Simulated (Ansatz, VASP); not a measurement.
**One calculation of WSe2, two programs**

File INCAR:

```
SYSTEM = WSe2
PREC = Accurate
ENCUT = 520
EDIFF = 1E-6
ISMEAR = 0
SIGMA = 0.05
LREAL = .FALSE.
LASPH = .TRUE.
NELM = 100
ALGO = Normal
ISIF = 2
LWAVE = .FALSE.
LCHARG = .FALSE.
GGA = PS
NBANDS = 35
```

File KPOINTS:

```
Automatic mesh
0
G
  12 12 2
  0 0 0
```

File POSCAR:

```
WSe2
1.0
    3.0743772234      0.0000000000      0.0000000000
   -1.5371886117      2.8324348684      0.0000000000
    0.0000000000      0.0000000000     23.9834862109
W Se
2 4
Direct
    0.6666666667      0.3333333333      0.1376486583
    0.3333333333      0.6666666667      0.8623513417
    0.3333333333      0.6666666667      0.2073654518
    0.6666666667      0.3333333333      0.9321646899
    0.3333333333      0.6666666667      0.0678353101
    0.6666666667      0.3333333333      0.7926345482
```

Input for Ansatz:

```yaml
crystal:
  lattice:
    - [3.0743772234, 0.0, 0.0]
    - [-1.5371886117, 2.8324348684, 0.0]
    - [0.0, 0.0, 23.9834862109]
  atoms:
    - { symbol: W, position: [0.6666666667, 0.3333333333, 0.1376486583] }
    - { symbol: W, position: [0.3333333333, 0.6666666667, 0.8623513417] }
    - { symbol: Se, position: [0.3333333333, 0.6666666667, 0.2073654518] }
    - { symbol: Se, position: [0.6666666667, 0.3333333333, 0.9321646899] }
    - { symbol: Se, position: [0.3333333333, 0.6666666667, 0.0678353101] }
    - { symbol: Se, position: [0.6666666667, 0.3333333333, 0.7926345482] }
basis:
  ecutwfc: 420
kpoints:
  mp_grid: { grid: [12, 12, 2] }
hamiltonian:
  xc: pbesol
scf:
  occupations: { method: gaussian, width: 0.05 }
output:
  forces: true
  stress: true
  eigenvalues: true
```

Change from the starting cell: strain -0.0600 x Voigt [1, 0, 0, 0, 0, 0], atoms carried along.

Alike in both runs: task single point; functional PBEsol; k mesh 12 × 12 × 2; occupations gaussian, width 0.05 eV; no spin polarisation.

|  | VASP | Ansatz |
| --- | --- | --- |
| version | VASP 6.6.1 | Ansatz 0.2.0 |
| potentials or method | VASP PAW PBE potentials, release 64 (W_sv, Se), cutoff 520 eV | scalar-relativistic, plane waves, PAW |
| valence electrons in the cell | 52 | 92 |

VASP gave:

```
gap on the k mesh at the Fermi level (eV) : 1.34
least direct gap on the mesh (eV)         : 1.98
rms of the force components (eV/Å)        : 0.450
```

Task: Which values does Ansatz return?

Result: gap on the k mesh at the Fermi level (eV): 1.34; least direct gap on the mesh (eV): 1.98; rms of the force components (eV/Å): 0.417.

VASP's potentials were made for PBE, not for PBEsol. Atom by atom the forces differ by 0.036 eV/Å (rms over components). VASP's potentials hold 52 valence electrons a cell and Ansatz's 92, so a difference there can come from the potentials and not from the codes.

Spin-orbit coupling is off throughout.
